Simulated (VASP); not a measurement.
Wanted: the native input for a VASP 6.6.1 run.

| Item | Value |
| --- | --- |
| Task | single point |
| Functional | PBEsol |
| Potentials or basis | VASP PAW PBE potentials, release 64 (Sb) |
| Cutoff | 520 eV |
| k mesh | 12 × 12 × 12 |
| Occupations | fermi-dirac, width 0.05 eV |
| Spin | no spin polarisation |
| Dipole correction | no |
| Further INCAR settings | ALGO = Normal; EDIFF = 1e-06; NBANDS = 8 |

The structure of Sb lies in POSCAR:

```
Sb
1.0
    0.0000000000      2.3050000000      2.3741500000
    2.3050000000      0.0000000000      2.3741500000
    2.3050000000      2.3050000000      0.0000000000
Sb
1
Direct
    0.0000000000      0.0000000000      0.0000000000
```

This cell differs from its parent crystal: zz strain of +3 %.

The input as run:

INCAR

```
PREC     = Accurate       # precision mode
ENCUT    = 520            # plane-wave cutoff, eV
EDIFF    = 1E-6           # SCF threshold, eV
ISMEAR   = -1             # smearing method
SIGMA    = 0.05           # smearing width, eV
LREAL    = F              # projectors in reciprocal space
LASPH    = T              # aspherical terms in the spheres
NELM     = 100            # most SCF steps
ALGO     = Normal         # electronic algorithm
ISIF     = 2              # what is computed and relaxed
LWAVE    = F              # write WAVECAR
LCHARG   = F              # write CHGCAR
GGA      = PS             # functional
NBANDS   = 8              # bands
```

KPOINTS

```
Automatic mesh
0
Gamma
  12 12 12
```

Potentials or basis: VASP PAW PBE potentials, release 64 (Sb).

Run with:

```sh
$ cat potpaw_PBE.64/Sb/POTCAR > POTCAR
$ mpirun -np 1 vasp_std > vasp.out
```

Results of the run:

```
Pressure : 2.8 GPa
```

Caveat: the cell differs from its parent crystal (zz strain of +3 %); the PAW data sets were made with another functional, which shifts forces and pressure a little.

Wall time 47 s on 1 thread of AMD EPYC 7R43 64-Core Processor (Zen 3), with other jobs on the host, peak memory 0.13 GiB.
